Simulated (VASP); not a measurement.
Y, 1 atom in the cell. Symmetry: Fm-3m, No. 225, cubic system. The conventional cell has a = 5.104 Å, b = 5.104 Å, c = 5.104 Å, α = 90.00°, β = 90.00°, γ = 90.00°. Y (site symmetry m-3m) has 12 Y at 3.61 Å within 4.7 Å. This isn't the form of Y at room conditions, which is hcp.

```yaml
Program: VASP 6.6.1
Task: single point
Functional: LDA
Potentials_or_basis: VASP PAW LDA potentials, release 64 (Y_sv)
Cutoff: 500 eV
k_mesh: 9 × 9 × 9
Occupations: fermi-dirac, width 0.1 eV
Spin: collinear spin, zero start
Starting_moments: "[0.0] μB"
Dipole_correction: no
Further_INCAR_settings: ALGO = Normal; EDIFF = 1e-06; NBANDS = 16
```

Potentials or basis: VASP PAW LDA potentials, release 64 (Y_sv).

Command:

```sh
$ cat potpaw_LDA.64/Y_sv/POTCAR > POTCAR
$ mpirun -np 1 vasp_std > vasp.out
```

Hardware: 1 thread of Intel(R) Xeon(R) Platinum 8259CL CPU @ 2.50GHz (Skylake/Cascade Lake), with other jobs on the host.

Q: Estimate the wall time of this run.

A: Run time: 31 s on 1 thread of Intel(R) Xeon(R) Platinum 8259CL CPU @ 2.50GHz (Skylake/Cascade Lake), on a shared host, peak memory 0.18 GiB. Counts: scf iterations 12, k points 35.
